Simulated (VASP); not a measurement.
# CsSnI3 (Pm-3m) in VASP: settings compared

Aim: see how the results for CsSnI3 move with the level of theory and the settings. Levels: PBE, r2SCAN. Tasks: single point.

Everything below comes from runs of VASP 6.6.1. Logs are shortened: lines on timing, memory, paths and dates and some standing lists are left out, and cuts for length are marked.

## 1. The cell of the first run

The structure is cubic, space group Pm-3m (No. 221). Conventional cell: a = 6.241 Å, b = 6.241 Å, c = 6.241 Å, α = 90.00°, β = 90.00°, γ = 90.00°. Within 5.8 Å of Cs (site symmetry m-3m) lie 12 I at 4.41 Å and 8 Sn at 5.41 Å. Within 4.1 Å of Sn (site symmetry m-3m) lie 6 I at 3.12 Å. Within 4.1 Å of I (site symmetry 4/mmm) lie 2 Sn at 3.12 Å.

## 2. Single point, PBE

Input file INCAR:

```
SYSTEM = CsSnI3
PREC = Accurate ; ENCUT = 520
EDIFF = 1E-6 ; ISMEAR = -1
SIGMA = 0.02 ; LREAL = .False.
LASPH = .True. ; NELM = 80
ALGO = Normal ; ISIF = 2
LWAVE = .False. ; LCHARG = .False.
GGA = PE ; NBANDS = 30
```

Input file KPOINTS:

```
Automatic mesh
0
Gamma
  4 4 4
  0 0 0
```

Input file POSCAR:

```
CsSnI3
1.0
    6.2414907048      0.0000000000      0.0000000000
    0.0000000000      6.2414907048      0.0000000000
    0.0000000000      0.0000000000      6.2414907048
Cs Sn I
1 1 3
Direct
    0.0000000000      0.0000000000      0.0000000000
    0.5000000000      0.5000000000      0.5000000000
    0.5000000000      0.5000000000      0.0000000000
    0.5000000000      0.0000000000      0.5000000000
    0.0000000000      0.5000000000      0.5000000000
```

Potentials or basis: VASP PAW PBE potentials, release 64 (Cs_sv, Sn_d, I).

On the command line:

```bash
> cat potpaw_PBE.64/Cs_sv/POTCAR potpaw_PBE.64/Sn_d/POTCAR potpaw_PBE.64/I/POTCAR > POTCAR
> mpirun -np 1 vasp_std > vasp.out
```

OUTCAR:

```text
SYSTEM = CsSnI3
   PREC = Accurate
   ENCUT = 520
   EDIFF = 1E-6
   ISMEAR = -1
   LREAL = .False.
   LASPH = .True.
   NELM = 80
   ISIF = 2
   GGA = PE

 ion  position               nearest neighbor table
   1  0.000  0.000  0.000-
   2  0.500  0.500  0.500-   3 3.12   4 3.12   5 3.12   3 3.12   4 3.12   5 3.12
   3  0.500  0.500  0.000-   2 3.12   2 3.12
   4  0.500  0.000  0.500-   2 3.12   2 3.12
   5  0.000  0.500  0.500-   2 3.12   2 3.12

  LATTYP: Found a simple cubic cell.
 ALAT       =     6.2414907048

  Lattice vectors:

 A1 = (   6.2414907048,   0.0000000000,   0.0000000000)
 A2 = (   0.0000000000,   6.2414907048,   0.0000000000)
 A3 = (   0.0000000000,   0.0000000000,   6.2414907048)

Analysis of symmetry for initial positions (statically):
=====================================================================
 Subroutine PRICEL returns:
 Original cell was already a primitive cell.

 Routine SETGRP: Setting up the symmetry group for a
 simple cubic supercell.

 Subroutine GETGRP returns: Found 48 space group operations
 (whereof 48 operations were pure point group operations)
 out of a pool of 48 trial point group operations.

The static configuration has the point symmetry O_h .

Analysis of symmetry for dynamics (positions and initial velocities):
=====================================================================
 Subroutine PRICEL returns:
 Original cell was already a primitive cell.

 Routine SETGRP: Setting up the symmetry group for a
 simple cubic supercell.

 Subroutine GETGRP returns: Found 48 space group operations
 (whereof 48 operations were pure point group operations)
 out of a pool of 48 trial point group operations.

The dynamic configuration has the point symmetry O_h .

 Subroutine INISYM returns: Found 48 space group operations
 (whereof 48 operations are pure point group operations),
 and found     1 'primitive' translations

----------------------------------------------------------------------------------------

                                     Primitive cell

  volume of cell :     243.1448

  direct lattice vectors                    reciprocal lattice vectors
     6.241490705  0.000000000  0.000000000     0.160218135  0.000000000  0.000000000
     0.000000000  6.241490705  0.000000000     0.000000000  0.160218135  0.000000000
     0.000000000  0.000000000  6.241490705     0.000000000  0.000000000  0.160218135

  length of vectors
     6.241490705  6.241490705  6.241490705     0.160218135  0.160218135  0.160218135

  position of ions in fractional coordinates (direct lattice)
     0.000000000  0.000000000  0.000000000
     0.500000000  0.500000000  0.500000000
     0.500000000  0.500000000  0.000000000
     0.500000000  0.000000000  0.500000000
     0.000000000  0.500000000  0.500000000

  ion indices of the primitive-cell ions
   primitive index   ion index
                 1           1
                 2           2
                 3           3
                 4           4
                 5           5

----------------------------------------------------------------------------------------

 KPOINTS: Automatic mesh

Automatic generation of k-mesh.
 Grid dimensions read from file:
 generate k-points for:    4    4    4

 Generating k-lattice:

  Cartesian coordinates                     Fractional coordinates (reciprocal lattice)
     0.040054534  0.000000000  0.000000000     0.250000000  0.000000000  0.000000000
     0.000000000  0.040054534  0.000000000     0.000000000  0.250000000  0.000000000
     0.000000000  0.000000000  0.040054534     0.000000000  0.000000000  0.250000000

  Length of vectors
     0.040054534  0.040054534  0.040054534

  Shift w.r.t. Gamma in fractional coordinates (k-lattice)
     0.000000000  0.000000000  0.000000000

 Subroutine IBZKPT returns following result:
 ===========================================

 Found     10 irreducible k-points:

 Following reciprocal coordinates:
            Coordinates               Weight
  0.000000  0.000000  0.000000      1.000000
  0.250000  0.000000  0.000000      6.000000
  0.500000  0.000000  0.000000      3.000000
  0.250000  0.250000  0.000000     12.000000
  0.500000  0.250000  0.000000     12.000000
  0.500000  0.500000  0.000000      3.000000
  0.250000  0.250000  0.250000      8.000000
  0.500000  0.250000  0.250000     12.000000
  0.500000  0.500000  0.250000      6.000000
  0.500000  0.500000  0.500000      1.000000
   k-points           NKPTS =     10   k-points in BZ     NKDIM =     10   number of bands    NBANDS=     30
   number of dos      NEDOS =    301   number of ions     NIONS =      5
   total plane-waves  NPLWV = 110592
   dimension x,y,z NGX =    48 NGY =   48 NGZ =   48
   dimension x,y,z NGXF=    96 NGYF=   96 NGZF=   96
   ions per type =               1   1   3
   NGX,Y,Z   is equivalent  to a cutoff of  12.79, 12.79, 12.79 a.u.
   NGXF,Y,Z  is equivalent  to a cutoff of  25.57, 25.57, 25.57 a.u.
 SYSTEM =  CsSnI3
   PREC   = accura    normal or accurate (medium, high low for compatibility)
   ISTART =      0    job   : 0-new  1-cont  2-samecut
   ICHARG =      2    charge: 1-file 2-atom 10-const
   ISPIN  =      1    spin polarized calculation?
   LNONCOLLINEAR =      F non collinear calculations
   LSORBIT =      F    spin-orbit coupling
   LASPH  =      T    aspherical Exc in radial PAW
   ENCUT  =  520.0 eV  38.22 Ry    6.18 a.u.  11.61 11.61 11.61*2*pi/ulx,y,z
   NELM   =     80;   NELMIN=  2; NELMDL= -5     # of ELM steps
   EDIFF  = 0.1E-05   stopping-criterion for ELM
   LREAL  =      F    real-space projection
   EDIFFG = 0.1E-04   stopping-criterion for IOM
   NSW    =      0    number of steps for IOM
   IBRION =     -1    ionic relax: 0-MD 1-quasi-New 2-CG
   NFREE  =      0    steps in history (QN), initial steepest desc. (CG)
   ISIF   =      2    stress and relaxation
   ISYM   =      2    0-nonsym 1-usesym 2-fastsym
   POTIM  = 0.5000    time-step for ionic-motion
   TEBEG  =    0.0;   TEEND  =   0.0 temperature during run
   PSTRESS=    0.0 pullay stress
   NELECT =      44.0000    total number of electrons
   NUPDOWN=      -1.0000    fix difference up-down
   EMIN   =  10.00;   EMAX   =-10.00  energy-range for DOS
   EFERMI =   0.00;   METHOD = LEGACY
   ISMEAR =    -1;   SIGMA  =   0.02  broadening in eV -4-tet -1-fermi 0-gaus
   EFERMI_NEDOS =   21; number of points for ismear=-14 and -15
   IALGO  =     38    algorithm
   IMIX   =      4    mixing-type and parameters
     AMIX     =   0.40;   BMIX     =  1.00
     AMIX_MAG =   1.60;   BMIX_MAG =  1.00
  volume/ion in A,a.u.               =      48.63       328.16
  Fermi-wavevector in a.u.,A,eV,Ry     =   0.925985  1.749858 11.666297  0.857449
  Thomas-Fermi vector in A             =   2.051899
   LORBIT       =      0    0 simple, 1 ext, 2 COOP (PROOUT), +10 PAW based schemes
   GGA     = PE    functional components
   LHFCALC =     F    Hartree Fock is set to
   AEXX    =    0.0000 exact exchange contribution
   IVDW    =     0    specifies the selected vdW correction
   LEPSILON=     F    determine dielectric tensor
   LRPA    =     F    only Hartree local field effects (RPA)
 non-spin polarized calculation
  energy-cutoff  :      520.00
  volume of cell :      243.14
 maximum number of plane-waves:      6619
 NGX is ok and might be reduce to    48
   NGX = 23   NGY = 23   NGZ = 23

 number of electron      43.9999979 magnetization

 Free energy of the ion-electron system (eV)
  ---------------------------------------------------
  ext. energy  EPLUGINS =         0.00000000
  ---------------------------------------------------
  free energy    TOTEN  =       -13.96354515 eV

  energy without entropy =      -13.96354333  energy(sigma->0) =      -13.96354424

 E-fermi :   2.8687     XC(G=0):  -7.4525

 val. band max:        2.6912085152   @ k =   0.5000   0.5000   0.5000
 cond. band min:       3.0682621518   @ k =   0.5000   0.5000   0.5000
 fundamental gap:      0.3770536366
 Fermi energy:         2.8687479953

 k-point     1 :       0.0000    0.0000    0.0000
  band No.  band energies     occupation
      1     -19.5656      2.00000
      2     -19.4050      2.00000
      3     -19.4050      2.00000
      4     -19.3874      2.00000
      5     -19.3874      2.00000
      6     -19.3874      2.00000
[... 22 lines left out ...]
     29       7.3438      0.00000
     30       7.3438      0.00000

 k-point     2 :       0.2500    0.0000    0.0000
  band No.  band energies     occupation
      1     -19.5654      2.00000
      2     -19.4050      2.00000
      3     -19.4043      2.00000
      4     -19.3875      2.00000
      5     -19.3875      2.00000
      6     -19.3874      2.00000
[... 22 lines left out ...]
     29       6.6946      0.00000
     30       7.2852      0.00000

 k-point     3 :       0.5000    0.0000    0.0000
  band No.  band energies     occupation
      1     -19.5652      2.00000
      2     -19.4050      2.00000
      3     -19.4036      2.00000
      4     -19.3875      2.00000
      5     -19.3875      2.00000
      6     -19.3874      2.00000
[... 22 lines left out ...]
     29       7.0184      0.00000
     30       7.0983      0.00000

 k-point     4 :       0.2500    0.2500    0.0000
  band No.  band energies     occupation
      1     -19.5653      2.00000
      2     -19.4046      2.00000
      3     -19.4039      2.00000
      4     -19.3875      2.00000
      5     -19.3875      2.00000
      6     -19.3875      2.00000
[... 22 lines left out ...]
     29       6.9619      0.00000
     30       7.2180      0.00000

 k-point     5 :       0.5000    0.2500    0.0000
  band No.  band energies     occupation
      1     -19.5651      2.00000
      2     -19.4045      2.00000
      3     -19.4033      2.00000
      4     -19.3876      2.00000
      5     -19.3875      2.00000
      6     -19.3875      2.00000
[... 22 lines left out ...]
     29       7.2817      0.00000
     30       7.7188      0.00000

 k-point     6 :       0.5000    0.5000    0.0000
  band No.  band energies     occupation
      1     -19.5649      2.00000
      2     -19.4043      2.00000
      3     -19.4029      2.00000
      4     -19.3877      2.00000
      5     -19.3875      2.00000
      6     -19.3875      2.00000
[... 22 lines left out ...]
     29       7.9405      0.00000
     30       7.9573      0.00000

 k-point     7 :       0.2500    0.2500    0.2500
  band No.  band energies     occupation
      1     -19.5651      2.00000
      2     -19.4039      2.00000
      3     -19.4039      2.00000
      4     -19.3875      2.00000
      5     -19.3875      2.00000
      6     -19.3875      2.00000
[... 22 lines left out ...]
     29       7.4355      0.00000
     30       7.6486      0.00000

 k-point     8 :       0.5000    0.2500    0.2500
  band No.  band energies     occupation
      1     -19.5649      2.00000
      2     -19.4039      2.00000
      3     -19.4032      2.00000
      4     -19.3876      2.00000
      5     -19.3876      2.00000
      6     -19.3875      2.00000
[... 22 lines left out ...]
     29       7.3501      0.00000
     30       7.3518      0.00000

 k-point     9 :       0.5000    0.5000    0.2500
  band No.  band energies     occupation
      1     -19.5648      2.00000
      2     -19.4036      2.00000
      3     -19.4029      2.00000
      4     -19.3877      2.00000
      5     -19.3876      2.00000
      6     -19.3876      2.00000
[... 22 lines left out ...]
     29       7.0462      0.00000
     30       7.6264      0.00000

 k-point    10 :       0.5000    0.5000    0.5000
  band No.  band energies     occupation
      1     -19.5646      2.00000
      2     -19.4029      2.00000
      3     -19.4029      2.00000
      4     -19.3877      2.00000
      5     -19.3877      2.00000
      6     -19.3877      2.00000
[... 22 lines left out ...]
     29       6.7591      0.00000
     30       7.9288      0.00000

------------------------ aborting loop because EDIFF is reached ----------------------------------------

  FORCE on cell =-STRESS in cart. coord.  units (eV):
  Direction    XX          YY          ZZ          XY          YZ          ZX
  --------------------------------------------------------------------------------------
  -------------------------------------------------------------------------------------
  Total        0.7422476      0.7422476      0.7422476     -0.0000000     -0.0000000      0.0000000
  in kB        4.8909631      4.8909631      4.8909631     -0.0000000     -0.0000000      0.0000000
  external PRESSURE =       4.8909631 kB  Pullay stress =       0.0000000 kB

 VOLUME and BASIS-vectors are now :
 -----------------------------------------------------------------------------
  energy-cutoff  :      520.00
  volume of cell :      243.14
      direct lattice vectors                 reciprocal lattice vectors
     6.241490705  0.000000000  0.000000000     0.160218135  0.000000000  0.000000000
     0.000000000  6.241490705  0.000000000     0.000000000  0.160218135  0.000000000
     0.000000000  0.000000000  6.241490705     0.000000000  0.000000000  0.160218135

 POSITION                                       TOTAL-FORCE (eV/Angst)
 -----------------------------------------------------------------------------------
      0.00000      0.00000      0.00000         0.000000      0.000000      0.000000
      3.12075      3.12075      3.12075         0.000000      0.000000      0.000000
      3.12075      3.12075      0.00000         0.000000      0.000000      0.000000
      3.12075      0.00000      3.12075         0.000000      0.000000      0.000000
      0.00000      3.12075      3.12075         0.000000      0.000000      0.000000
 -----------------------------------------------------------------------------------
    total drift:                                0.000000     -0.000000     -0.000000

  FREE ENERGIE OF THE ION-ELECTRON SYSTEM (eV)
  ---------------------------------------------------
  free  energy   TOTEN  =       -13.9635451490 eV

  energy  without entropy=      -13.9635433303  energy(sigma->0) =      -13.96354424
```

It took 1.7 min on 1 thread of Oxide Virtual Turin-like, shared host; peak memory 0.32 GiB.

What came out:

| Item | Value |
| --- | --- |
| Free energy | -13.9635 eV |
| Pressure | 0.5 GPa |
| Band gap on the k mesh | 0.38 eV, direct |

Caveat: spin-orbit coupling is left out, which moves the levels of the heavy elements. A k mesh can miss the band edges.

## 3. Single point, r2SCAN

POSCAR is that of step 2.

Input file INCAR.step1:

```
  PREC = Accurate
  ENCUT = 520
  ISMEAR = 0
  SIGMA = 0.01
  LREAL = False
  LASPH = True
  NELM = 100
  NBANDS = 30
  GGA = PE
  ALGO = Normal
  EDIFF = 1E-4
  LWAVE = True
  LCHARG = False
```

Input file INCAR.step2:

```
  PREC = Accurate
  ENCUT = 520
  EDIFF = 1E-6
  ISMEAR = 0
  SIGMA = 0.01
  LREAL = False
  LASPH = True
  NELM = 100
  ALGO = Normal
  ISIF = 2
  LWAVE = False
  LCHARG = False
  METAGGA = R2SCAN
  LMIXTAU = True
  NBANDS = 30
  ISTART = 1
```

Input file KPOINTS:

```
regular mesh
0
Gamma
  4 4 4
```

Potentials or basis: VASP PAW PBE potentials, release 64 (Cs_sv, Sn_d, I).

On the command line:

```bash
> cat potpaw_PBE.64/Cs_sv/POTCAR potpaw_PBE.64/Sn_d/POTCAR potpaw_PBE.64/I/POTCAR > POTCAR
> cp INCAR.step1 INCAR
> mpirun -np 1 vasp_std > vasp.out
> cp INCAR.step2 INCAR
> mpirun -np 1 vasp_std > vasp.out
```

Wall time 6.6 min (1 thread of Oxide Virtual Turin-like, shared host); peak memory 0.37 GiB.

Results (log left out):

- Free energy: -128.6317 eV
- Pressure: 0.0 GPa
- Band gap on the k mesh: 0.50 eV, direct

Levels at points of the mesh, in eV from the valence-band top:
| k point | band 20 | band 21 | band 22 | band 23 | band 24 | band 25 |
| --- | --- | --- | --- | --- | --- | --- |
| (0.00, 0.00, 0.00) | -2.35 | -2.35 | -2.35 | 2.60 | 3.42 | 3.42 |
| (0.50, 0.00, 0.00) | -2.47 | -2.47 | -1.68 | 1.23 | 4.12 | 4.26 |
| (0.50, 0.50, 0.00) | -2.72 | -1.92 | -0.83 | 0.92 | 0.92 | 4.21 |
| (0.50, 0.50, 0.50) | -1.90 | -1.90 | 0.00 | 0.50 | 0.50 | 0.50 |

Caveat: the PAW data sets were made with another functional, which shifts forces and pressure a little; spin-orbit coupling is left out, which moves the levels of the heavy elements. A k mesh can miss the band edges.
